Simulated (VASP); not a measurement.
Runs of VASP 6.6.1 on KCl. The structure is that of space group Fm-3m (No. 225), or close to it. The cells are those of the table. 

| cell | gap on the mesh (eV) | pressure (GPa) |
| --- | --- | --- |
| a = 4.508, b = 4.463 Å, angles 60.3, 59.3, 60.3°, 2 atoms | 5.08 | (a) |
| a = 4.419, b = 4.463 Å, angles 59.7, 60.7, 59.7°, 2 atoms | 5.21 | 1.0 |
| a = 4.486, b = 4.463 Å, angles 60.2, 59.7, 60.2°, 2 atoms | 5.12 | 0.4 |
| a = 4.441, b = 4.463 Å, angles 59.8, 60.3, 59.8°, 2 atoms | (b) | 0.8 |
| a = 4.531, b = 4.463 Å, angles 60.5, 59.0, 60.5°, 2 atoms | 5.05 | 0.1 |
| a = 4.554, b = 4.463 Å, angles 60.7, 58.7, 60.7°, 2 atoms | 5.01 | 0.0 |
| a = 4.542, b = 4.463 Å, angles 60.6, 58.9, 60.6°, 2 atoms | 5.03 | 0.0 |

Alike in all rows: task single point; level PBE; potentials or basis VASP PAW PBE potentials, release 64 (K_sv, Cl); no spin polarisation; k mesh 6 × 6 × 6; cutoff (eV) 520; smearing gaussian 0.05 eV.

**Question.** Estimate the missing entries.

**Answer.** (a) 0.3; (b) 5.18.

